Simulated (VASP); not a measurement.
Input of a VASP 6.6.1 run:

File POSCAR:

```
ZnS
1.0
    0.0000000000      2.7379994334      2.6940858343
    2.7379994334      0.0000000000      2.6940858343
    2.7379994334      2.7379994334      0.0000000000
Zn S
1 1
Direct
    0.0000000000      0.0000000000      0.0000000000
    0.2500000000      0.2500000000      0.2500000000
```

File INCAR.step1:

```
ALGO = Normal ; EDIFF = 1E-5
ENCUT = 520 ; GGA = PE
ISIF = 2 ; ISMEAR = 0
LASPH = T ; LCHARG = F
LREAL = F ; LWAVE = T
NBANDS = 16 ; NELM = 100
PREC = Accurate ; SIGMA = 0.01
```

File INCAR.step2:

```
ALGO = Normal ; EDIFF = 1E-6
ENCUT = 520 ; GGA = PE
HFSCREEN = 0.2079 ; ISIF = 2
ISMEAR = 0 ; ISTART = 1
LASPH = T ; LCHARG = F
LHFCALC = T ; LREAL = F
LWAVE = F ; NBANDS = 16
NELM = 100 ; PREC = Accurate
PRECFOCK = Normal ; SIGMA = 0.01
```

KPOINTS

```
k-points
0
Gamma
  6 6 6
```

Potentials or basis: VASP PAW PBE potentials, release 64 (Zn, S).

Run with:

```console
$ cat potpaw_PBE.64/Zn/POTCAR potpaw_PBE.64/S/POTCAR > POTCAR
$ cp INCAR.step1 INCAR
$ mpirun -np 1 vasp_std > vasp.out
$ cp INCAR.step2 INCAR
$ mpirun -np 1 vasp_std > vasp.out
```

Problem. Estimate the band gap on the k mesh.

Solution. 3.17 eV.

Problem. What does it give for the pressure?

Solution. -0.9 GPa.

Stress tensor (GPa, compression positive):
```
-1.10  0.00  0.00
 0.00 -1.10  0.00
 0.00  0.00 -0.43
```

Caveat: the cell differs from its parent crystal (biaxial xy strain +1.6%); the PAW data sets were made with another functional, which shifts forces and pressure a little.
